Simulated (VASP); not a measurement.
Write the native input for VASP 6.6.1 that does the following.

```
Task                   : single point
Functional             : PBE
Potentials or basis    : VASP PAW PBE potentials, release 64 (Sc_sv, Al, N)
Cutoff                 : 520 eV
k mesh                 : 4 × 4 × 4
Occupations            : gaussian, width 0.1 eV
Spin                   : no spin polarisation
Dipole correction      : no
Further INCAR settings : ALGO = Normal; EDIFF = 1e-06; NBANDS = 23
```

The structure of ScAl4N lies in POSCAR:

```
ScAl4N
1.0
    0.0000000000      3.5087745500      3.5087745500
    3.5087745500      0.0000000000      3.5087745500
    3.5087745500      3.5087745500      0.0000000000
Sc Al N
1 4 1
Direct
    0.2500000000      0.2500000000      0.2500000000
    0.3753849900      0.8748716700      0.8748716700
    0.8748716700      0.8748716700      0.3753849900
    0.8748716700      0.3753849900      0.8748716700
    0.8748716700      0.8748716700      0.8748716700
    0.5000000000      0.5000000000      0.5000000000
```

The cell was built from a structure type or drawn by symmetry, and may not be a known phase.

These files were run (other wordings do the same):

INCAR

```
SYSTEM = ScAl4N
PREC = Accurate ; ENCUT = 520
EDIFF = 1E-6 ; ISMEAR = 0
SIGMA = 0.1 ; LREAL = .FALSE.
LASPH = .TRUE. ; NELM = 60
ALGO = Normal ; ISIF = 2
LWAVE = .FALSE. ; LCHARG = .FALSE.
GGA = PE ; NBANDS = 23
```

KPOINTS

```
regular mesh
0
G
  4 4 4
  0 0 0
```

Potentials or basis: VASP PAW PBE potentials, release 64 (Sc_sv, Al, N).

Command:

```sh
$ cat potpaw_PBE.64/Sc_sv/POTCAR potpaw_PBE.64/Al/POTCAR potpaw_PBE.64/N/POTCAR > POTCAR
$ mpirun -np 1 vasp_std > vasp.out
```

It gave:

| Property | Result |
| --- | --- |
| Pressure | 18.5 GPa |
| Largest force | 0.618 eV/Å |
| Band gap on the k mesh | zero (bands 14 and 15 overlap by 0.98 eV) |

Caveat: the k points lie up to 0.39 Å⁻¹ apart, too coarse for converged energies and pressures of a metal.

Wall time 34 s on 1 thread of Intel Xeon 8259CL, with other jobs on the host, peak memory 0.24 GiB.
